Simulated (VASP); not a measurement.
# P (P2/m) in VASP: density of states with PBEsol

Aim: the density of states of P with PBEsol.

All numbers are computed with VASP 6.6.1; they aren't measurements. Logs are shortened: lines on timing, memory, paths and dates and some standing lists are left out, and cuts for length are marked.

**1. The cell of the first run**

The structure is monoclinic, space group P2/m (No. 10). The conventional cell has a = 2.425 Å, b = 2.439 Å, c = 4.852 Å, α = 90.00°, β = 90.24°, γ = 90.00°. P (site symmetry m) has 6 P at 2.42 to 2.44 Å within 3.2 Å.

**2. Density of states, PBEsol**

The input, POSCAR:

```
P
1.0
    2.4246941115      0.0000000000      0.0000000000
    0.0000000000      2.4385351442      0.0000000000
   -0.0203144631      0.0000000000      4.8524328982
P
2
Direct
    0.0000000300      0.0000000000      0.7494253600
    0.9999999700      0.0000000000      0.2505746400
```

The input, INCAR.step1:

```
ALGO     = Normal         # electronic algorithm
EDIFF    = 1E-6           # SCF threshold, eV
ENCUT    = 520            # plane-wave cutoff, eV
GGA      = PS             # functional
ISIF     = 2              # what is computed and relaxed
ISMEAR   = -1             # smearing method
LASPH    = T              # aspherical terms in the spheres
LCHARG   = T              # write CHGCAR
LREAL    = F              # projectors in reciprocal space
LWAVE    = F              # write WAVECAR
NBANDS   = 12             # bands
NELM     = 60             # most SCF steps
PREC     = Accurate       # precision mode
SIGMA    = 0.05           # smearing width, eV
```

The input, KPOINTS.step1:

```
k-points
0
Gamma
  6 6 3
```

The input, INCAR.step2:

```
ALGO     = Normal         # electronic algorithm
EDIFF    = 1E-6           # SCF threshold, eV
ENCUT    = 520            # plane-wave cutoff, eV
GGA      = PS             # functional
ICHARG   = 11             # starting density
ISIF     = 2              # what is computed and relaxed
ISMEAR   = -5             # smearing method
LASPH    = T              # aspherical terms in the spheres
LCHARG   = F              # write CHGCAR
LORBIT   = 11             # projections on sites
LREAL    = F              # projectors in reciprocal space
LWAVE    = F              # write WAVECAR
NEDOS    = 2001           # points of the DOS
NELM     = 60             # most SCF steps
PREC     = Accurate       # precision mode
SIGMA    = 0.05           # smearing width, eV
```

The input, KPOINTS.step2:

```
k-points
0
Gamma
  9 9 5
```

Potentials or basis: VASP PAW PBE potentials, release 64 (P).

Run with:

```console
$ cat potpaw_PBE.64/P/POTCAR > POTCAR
$ cp INCAR.step1 INCAR
$ cp KPOINTS.step1 KPOINTS
$ mpirun -np 1 vasp_std > vasp.out
$ cp INCAR.step2 INCAR
$ cp KPOINTS.step2 KPOINTS
$ mpirun -np 1 vasp_std > vasp.out
```

OUTCAR:

```text
EDIFF = 1E-6
   ENCUT = 520
   GGA = PS
   ICHARG = 11
   ISIF = 2
   ISMEAR = -5
   LASPH = T
   LORBIT = 11
   LREAL = F
   NELM = 60
   PREC = Accurate

 ion  position               nearest neighbor table
   1  0.000  0.000  0.749-   2 2.42   2 2.43
   2  1.000  0.000  0.251-   1 2.42   1 2.43

  LATTYP: Found a simple monoclinic cell.
 ALAT       =     2.4246941115
 B/A-ratio  =     1.0057083624
 C/A-ratio  =     2.0012732318
 COS(beta)  =    -0.0041864124

  Lattice vectors:

 A1 = (   2.4246941115,   0.0000000000,   0.0000000000)
 A2 = (   0.0000000000,   2.4385351442,   0.0000000000)
 A3 = (  -0.0203144631,   0.0000000000,   4.8524328982)

Analysis of symmetry for initial positions (statically):
=====================================================================
 Subroutine PRICEL returns:
 Original cell was already a primitive cell.

 Routine SETGRP: Setting up the symmetry group for a
 simple monoclinic supercell.

 Subroutine GETGRP returns: Found  4 space group operations
 (whereof  4 operations were pure point group operations)
 out of a pool of  4 trial point group operations.

The static configuration has the point symmetry C_2h.

Analysis of symmetry for dynamics (positions and initial velocities):
=====================================================================
 Subroutine PRICEL returns:
 Original cell was already a primitive cell.

 Routine SETGRP: Setting up the symmetry group for a
 simple monoclinic supercell.

 Subroutine GETGRP returns: Found  4 space group operations
 (whereof  4 operations were pure point group operations)
 out of a pool of  4 trial point group operations.

The dynamic configuration has the point symmetry C_2h.

 Subroutine INISYM returns: Found  4 space group operations
 (whereof  4 operations are pure point group operations),
 and found     1 'primitive' translations

----------------------------------------------------------------------------------------

                                     Primitive cell

  volume of cell :      28.6910

  direct lattice vectors                    reciprocal lattice vectors
     2.424694112  0.000000000  0.000000000     0.412423157  0.000000000  0.001726589
     0.000000000  2.438535144  0.000000000     0.000000000  0.410082259  0.000000000
    -0.020314463  0.000000000  4.852432898     0.000000000  0.000000000  0.206082190

  length of vectors
     2.424694112  2.438535144  4.852475421     0.412426771  0.410082259  0.206082190

  position of ions in fractional coordinates (direct lattice)
     0.000000030  0.000000000  0.749425360
     0.999999970  0.000000000  0.250574640

  ion indices of the primitive-cell ions
   primitive index   ion index
                 1           1
                 2           2

----------------------------------------------------------------------------------------

 KPOINTS: k-points

Automatic generation of k-mesh.
 Grid dimensions read from file:
 generate k-points for:    9    9    5

 Generating k-lattice:

  Cartesian coordinates                     Fractional coordinates (reciprocal lattice)
     0.045824795  0.000000000  0.000191843     0.111111111  0.000000000  0.000000000
     0.000000000  0.045564695  0.000000000     0.000000000  0.111111111  0.000000000
     0.000000000  0.000000000  0.041216438     0.000000000  0.000000000  0.200000000

  Length of vectors
     0.045825197  0.045564695  0.041216438

  Shift w.r.t. Gamma in fractional coordinates (k-lattice)
     0.000000000  0.000000000  0.000000000

 TETIRR: Found   1200 inequivalent tetrahedra from     2430

 Subroutine IBZKPT returns following result:
 ===========================================

 Found    115 irreducible k-points:

 Following reciprocal coordinates:
            Coordinates               Weight
  0.000000  0.000000  0.000000      1.000000
  0.111111  0.000000  0.000000      2.000000
  0.222222  0.000000  0.000000      2.000000
  0.333333  0.000000  0.000000      2.000000
  0.444444  0.000000  0.000000      2.000000
  0.000000  0.111111  0.000000      2.000000
[... 16 lines left out ...]
  0.222222  0.444444  0.000000      4.000000
  0.333333  0.444444  0.000000      4.000000
 [... further k-points ...]
   k-points           NKPTS =    115   k-points in BZ     NKDIM =    115   number of bands    NBANDS=      9
   number of dos      NEDOS =   2001   number of ions     NIONS =      2
   total plane-waves  NPLWV =  11664
   dimension x,y,z NGX =    18 NGY =   18 NGZ =   36
   dimension x,y,z NGXF=    36 NGYF=   36 NGZF=   72
   ions per type =               2
   NGX,Y,Z   is equivalent  to a cutoff of  12.34, 12.27, 12.33 a.u.
   NGXF,Y,Z  is equivalent  to a cutoff of  24.68, 24.54, 24.67 a.u.
 SYSTEM =  unknown system
   PREC   = accura    normal or accurate (medium, high low for compatibility)
   ISTART =      0    job   : 0-new  1-cont  2-samecut
   ICHARG =     11    charge: 1-file 2-atom 10-const
   ISPIN  =      1    spin polarized calculation?
   LNONCOLLINEAR =      F non collinear calculations
   LSORBIT =      F    spin-orbit coupling
   LASPH  =      T    aspherical Exc in radial PAW
   ENCUT  =  520.0 eV  38.22 Ry    6.18 a.u.   4.51  4.53  9.02*2*pi/ulx,y,z
   NELM   =     60;   NELMIN=  2; NELMDL=  0     # of ELM steps
   EDIFF  = 0.1E-05   stopping-criterion for ELM
   LREAL  =      F    real-space projection
   EDIFFG = 0.1E-04   stopping-criterion for IOM
   NSW    =      0    number of steps for IOM
   IBRION =     -1    ionic relax: 0-MD 1-quasi-New 2-CG
   NFREE  =      0    steps in history (QN), initial steepest desc. (CG)
   ISIF   =      2    stress and relaxation
   ISYM   =      2    0-nonsym 1-usesym 2-fastsym
   POTIM  = 0.5000    time-step for ionic-motion
   TEBEG  =    0.0;   TEEND  =   0.0 temperature during run
   PSTRESS=    0.0 pullay stress
   NELECT =      10.0000    total number of electrons
   NUPDOWN=      -1.0000    fix difference up-down
   EMIN   =  10.00;   EMAX   =-10.00  energy-range for DOS
   EFERMI =   0.00;   METHOD = LEGACY
   ISMEAR =    -5;   SIGMA  =   0.05  broadening in eV -4-tet -1-fermi 0-gaus
   EFERMI_NEDOS =   21; number of points for ismear=-14 and -15
   IALGO  =     38    algorithm
   IMIX   =      4    mixing-type and parameters
     AMIX     =   0.40;   BMIX     =  1.00
     AMIX_MAG =   1.60;   BMIX_MAG =  1.00
  volume/ion in A,a.u.               =      14.35        96.81
  Fermi-wavevector in a.u.,A,eV,Ry     =   1.152107  2.177167 18.059715  1.327352
  Thomas-Fermi vector in A             =   2.288761
   LORBIT       =     11    0 simple, 1 ext, 2 COOP (PROOUT), +10 PAW based schemes
   GGA     = PS    functional components
   LHFCALC =     F    Hartree Fock is set to
   AEXX    =    0.0000 exact exchange contribution
   IVDW    =     0    specifies the selected vdW correction
   LEPSILON=     F    determine dielectric tensor
   LRPA    =     F    only Hartree local field effects (RPA)
 non-spin polarized calculation
 Fermi weights with tetrahedron method with Bloechl corrections
  energy-cutoff  :      520.00
  volume of cell :       28.69
 maximum number of plane-waves:       794
 NGX is ok and might be reduce to    18

 number of electron       9.9999996 magnetization

 Free energy of the ion-electron system (eV)
  ---------------------------------------------------
  ext. energy  EPLUGINS =         0.00000000
  ---------------------------------------------------
  free energy    TOTEN  =       -11.55868856 eV

  energy without entropy =      -11.55868856  energy(sigma->0) =      -11.55868856

 E-fermi :   9.9327     XC(G=0): -11.4365

 val. band max:        9.8220937159   @ k =   0.2222   0.1111   0.4000
 cond. band min:       9.6208657032   @ k =   0.4444   0.4444   0.0000
 fundamental gap:     -0.2012280127
 Fermi energy:         9.9327446940

 k-point     1 :       0.0000    0.0000    0.0000
  band No.  band energies     occupation
      1      -6.8506      2.00000
      2      -2.3927      2.00000
      3       0.9650      2.00000
      4      14.7558      0.00000
      5      14.9598      0.00000
      6      15.0016      0.00000
      7      16.6001      0.00000
      8      16.6611      0.00000
      9      17.7549      0.00000

 k-point     2 :       0.1111    0.0000    0.0000
  band No.  band energies     occupation
      1      -6.5637      2.00000
      2      -2.1047      2.00000
      3       1.2256      2.00000
      4      11.5563      0.13985
      5      14.8694      0.00000
      6      14.9827      0.00000
      7      15.1938      0.00000
      8      16.8421      0.00000
      9      17.8902      0.00000

 k-point     3 :       0.2222    0.0000    0.0000
  band No.  band energies     occupation
      1      -5.7138      2.00000
      2      -1.2482      2.00000
      3       1.9851      2.00000
      4       7.6291      2.02742
      5      11.2430      0.21737
      6      15.6390      0.00000
      7      15.8485      0.00000
      8      16.7226      0.00000
      9      17.4915      0.00000

 k-point     4 :       0.3333    0.0000    0.0000
  band No.  band energies     occupation
      1      -4.3527      2.00000
      2       0.1468      2.00000
      3       3.1392      2.00000
      4       4.1462      2.00000
      5       7.9044      2.04197
      6      13.2585      0.00000
      7      16.6147      0.00000
      8      16.8219      0.00000
      9      18.3997      0.00000
[... 205 lines left out ...]
 k-point    22 :       0.1111    0.4444    0.0000
  band No.  band energies     occupation
      1      -2.5717      2.00000
      2       1.7372      2.00000
      3       2.1075      2.00000
      4       4.4457      2.00000
      5       5.3766      2.00000
      6      11.2183     -0.00012
      7      14.6202      0.00000
      8      17.8704      0.00000
      9      18.4027      0.00000

 k-point    23 :       0.2222    0.4444    0.0000
  band No.  band energies     occupation
      1      -1.7204      2.00000
      2       2.4996      2.00000
      3       2.9506      2.00000
      4       5.1629      2.00000
      5       6.0900      2.00000
      6      10.9578      0.25899
      7      12.0277      0.00000
      8      15.1038      0.00000
      9      17.0544      0.00000

 k-point    24 :       0.3333    0.4444    0.0000
  band No.  band energies     occupation
      1      -0.3413      2.00000
      2       3.6572      2.00000
      3       4.3249      2.00000
      4       6.2351      2.00000
      5       7.1343      2.00000
      6       7.6142      2.10724
      7      11.9587     -0.04287
      8      13.2635      0.00000
      9      13.6126      0.00000

 [... further k-points ...]
[... 5 lines left out ...]
  --------------------------------------------------------------------------------------
  -------------------------------------------------------------------------------------
  Total       -0.1294707     -0.2604956     -0.6972502      0.0000000      0.0000000      0.0490515
  in kB       -7.2299700    -14.5467324    -38.9362155      0.0000000      0.0000000      2.7391583
  external PRESSURE =     -20.2376393 kB  Pullay stress =       0.0000000 kB

 VOLUME and BASIS-vectors are now :
 -----------------------------------------------------------------------------
  energy-cutoff  :      520.00
  volume of cell :       28.69
      direct lattice vectors                 reciprocal lattice vectors
     2.424694112  0.000000000  0.000000000     0.412423157  0.000000000  0.001726589
     0.000000000  2.438535144  0.000000000     0.000000000  0.410082259  0.000000000
    -0.020314463  0.000000000  4.852432898     0.000000000  0.000000000  0.206082190

 POSITION                                       TOTAL-FORCE (eV/Angst)
 -----------------------------------------------------------------------------------
     -0.01522      0.00000      3.63654        -0.001203      0.000000      0.005503
      2.41960      0.00000      1.21590         0.001203      0.000000     -0.005503
 -----------------------------------------------------------------------------------
    total drift:                               -0.000000     -0.000000     -0.000000

  FREE ENERGIE OF THE ION-ELECTRON SYSTEM (eV)
  ---------------------------------------------------
  free  energy   TOTEN  =       -11.5586885588 eV

  energy  without entropy=      -11.5586885588  energy(sigma->0) =      -11.55868856

 total charge

# of ion       s       p       d       tot
------------------------------------------
    1        1.064   1.331   0.000   2.395
    2        1.064   1.331   0.000   2.395
--------------------------------------------------
tot          2.128   2.661   0.000   4.790
```

Run time: 11 s. Hardware: 1 thread of AMD EPYC 9R45 (Zen 5), shared host; peak memory 0.11 GiB.

What came out:

```yaml
Valence_electrons_inside_the_program's_atomic_spheres: P 2.40
```

Caveat: the k points lie up to 0.43 Å⁻¹ apart; the PAW data sets were made with another functional, which shifts forces and pressure a little; tetrahedron occupations give inexact forces and stress in metals.
